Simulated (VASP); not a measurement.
Input of a VASP 6.6.1 run:

The input INCAR:

```
ALGO = Normal
EDIFF = 1E-6
ENCUT = 520
GGA = PS
ISIF = 2
ISMEAR = 0
ISPIN = 2
LASPH = True
LCHARG = False
LMAXMIX = 4
LORBIT = 11
LREAL = False
LWAVE = False
MAGMOM = 4 4 4 3
NBANDS = 28
NELM = 150
PREC = Accurate
SIGMA = 0.1
```

KPOINTS

```
k-points
0
Gamma
  10 10 14
```

The input POSCAR:

```
Fe3Co
1.0
    4.1534610540      0.0000000000      0.0000000000
    0.0000000000      4.1534610540      0.0000000000
    0.0000000000      0.0000000000      2.9189838194
Fe Co
3 1
Direct
    0.5000000000      0.5000000000      0.0000000000
    0.5000000000      0.0000000000      0.5000000000
    0.0000000000      0.5000000000      0.5000000000
    0.0000000000      0.0000000000      0.0000000000
```

Potentials or basis: VASP PAW PBE potentials, release 64 (Fe, Co).

The run is started by

```console
$ cat potpaw_PBE.64/Fe/POTCAR potpaw_PBE.64/Co/POTCAR > POTCAR
$ mpirun -np 1 vasp_std > vasp.out
```

(1) What does it give for the net moment?

(2) What does it give for the pressure?

## Answers

(1) 9.61 μB per cell.

(2) -21.1 GPa.

Caveat: the cell stands under tension; the PAW data sets were made with another functional, which shifts forces and pressure a little.
